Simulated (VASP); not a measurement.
**Ag: single point with PBEsol**

Ag:

```
Ag
1.0
     2.16112    0.00000    0.00000
    -1.08056    1.87159    0.00000
     0.00000    0.00000    3.54449
Ag
2
Direct
  0.33333 0.66667 0.25000
  0.66667 0.33333 0.75000
```

This isn't the form of Ag at room conditions, which is fcc.

```json
{
  "Program": "VASP 6.6.1",
  "Task": "single point",
  "Functional": "PBEsol",
  "Potentials or basis": "VASP PAW PBE potentials, release 64 (Ag_sv_GW)",
  "Cutoff": "470 eV",
  "k mesh": "15 × 15 × 8",
  "Occupations": "fermi-dirac, width 0.05 eV",
  "Spin": "no spin polarisation",
  "Dipole correction": "no",
  "k mesh for the DOS": "23 × 23 × 12",
  "Occupations for the DOS": "tetrahedron",
  "Further INCAR settings": "ALGO = Normal; EDIFF = 1e-06"
}
```

```
Valence electrons inside the program's atomic spheres : Ag 18.05
```

Levels at points of the mesh, in eV from the Fermi level:
| k point | band 17 | band 18 | band 19 | band 20 | band 21 | band 22 |
| --- | --- | --- | --- | --- | --- | --- |
| (0.00, 0.00, 0.00) | -10.25 | -6.10 | -6.10 | -4.29 | 10.43 | 11.69 |
| (0.00, 0.00, 0.50) | -7.22 | -7.22 | -7.22 | -7.22 | 11.19 | 11.19 |

It took 2 min on 1 thread of Intel(R) Xeon(R) 6975P-C (Granite Rapids), with other jobs on the host, peak memory 0.24 GiB.
